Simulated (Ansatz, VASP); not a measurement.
# Two plane-wave programs on AlN

```
CELL_PARAMETERS angstrom
3.12999 -0.00008 -0.00019
-1.56507 2.71101 0.00002
-0.00062 -0.00027 10.03641
ATOMIC_POSITIONS crystal
Al 0.33334 0.66667 0.00087
Al 0.33335 0.66668 0.50087
Al 0.66667 0.33333 0.25087
Al 0.66667 0.33333 0.75087
N 0.33336 0.66670 0.19163
N 0.33335 0.66669 0.69163
N 0.66663 0.33329 0.44163
N 0.66663 0.33329 0.94163
```

Change from the starting cell: all atoms moved at random, sigma 0.05 Å a component, cell strained at random, sigma 0.03; relaxed back.

Alike in both runs: functional PBE; k mesh 12 × 12 × 2; occupations gaussian, width 0.05 eV; no spin polarisation.

Ansatz relaxed the structure, and its values are those at the end. VASP's run is a single point on that final structure, the one shown.

|  | VASP | Ansatz |
| --- | --- | --- |
| version | VASP 6.6.1 | Ansatz 0.2.0 |
| potentials or method | VASP PAW PBE potentials, release 64 (Al, N), cutoff 520 eV | scalar-relativistic, plane waves, PAW |
| valence electrons in the cell | 32 | 32 |

Ansatz gave:

| Property | Result |
| --- | --- |
| gap on the k mesh at the Fermi level (eV) | 4.03 |
| least direct gap on the mesh (eV) | 4.03 |
| pressure (GPa) | 0.0 |

Which values does VASP return?

gap on the k mesh at the Fermi level (eV): 4.04; least direct gap on the mesh (eV): 4.04; pressure (GPa): -0.3.
